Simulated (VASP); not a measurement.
Wanted: the native input for a VASP 6.6.1 run.

```
Task                   : single point
Functional             : LDA
Potentials or basis    : VASP PAW LDA potentials, release 64 (Sn_d, O)
Cutoff                 : 520 eV
k mesh                 : 6 × 8 × 3
Occupations            : gaussian, width 0.05 eV
Spin                   : no spin polarisation
Dipole correction      : no
Further INCAR settings : ALGO = Normal; EDIFF = 1e-07; NBANDS = 50
```

The structure of SnO lies in POSCAR:

```
SnO
1.0
    0.0000000000      0.0000000000     -4.2219700000
   -3.3550050000      0.0000000000      0.0000000000
    0.0000000000     11.3482080000     -1.2665910000
Sn O
4 4
Direct
    0.2270696500      0.0000000000      0.8659545000
    0.3770696500      0.0000000000      0.3659545000
    0.9466423500      0.5000000000      0.1340455000
    0.7966423500      0.5000000000      0.6340455000
    0.2044555000      0.0000000000      0.1956250000
    0.0544555000      0.0000000000      0.6956250000
    0.5218305000      0.5000000000      0.8043750000
    0.6718305000      0.5000000000      0.3043750000
```

These files were run (other wordings do the same):

INCAR

```
SYSTEM = SnO
  ALGO = Normal
  EDIFF = 1E-7
  ENCUT = 520
  GGA = CA
  ISIF = 2
  ISMEAR = 0
  LASPH = .TRUE.
  LCHARG = .FALSE.
  LREAL = .FALSE.
  LWAVE = .FALSE.
  NBANDS = 50
  NELM = 80
  PREC = Accurate
  SIGMA = 0.05
```

KPOINTS

```
k-points
0
G
  6 8 3
  0 0 0
```

Potentials or basis: VASP PAW LDA potentials, release 64 (Sn_d, O).

Launch:

```console
$ cat potpaw_LDA.64/Sn_d/POTCAR potpaw_LDA.64/O/POTCAR > POTCAR
$ mpirun -np 1 vasp_std > vasp.out
```

It gave:

```yaml
Pressure: -4.5 GPa
Largest_force: 0.977 eV/Å
Band_gap_on_the_k_mesh: 1.16 eV (least direct gap 1.81 eV)
```

Caveat: the cell stands under tension; spin-orbit coupling is left out, which moves the levels of the heavy elements; an odd mesh through Γ misses points on the zone boundary, where band edges can lie.

Run time: 4.3 min on 1 thread of Intel(R) Xeon(R) 6975P-C (Granite Rapids), with other jobs on the host, peak memory 0.41 GiB.
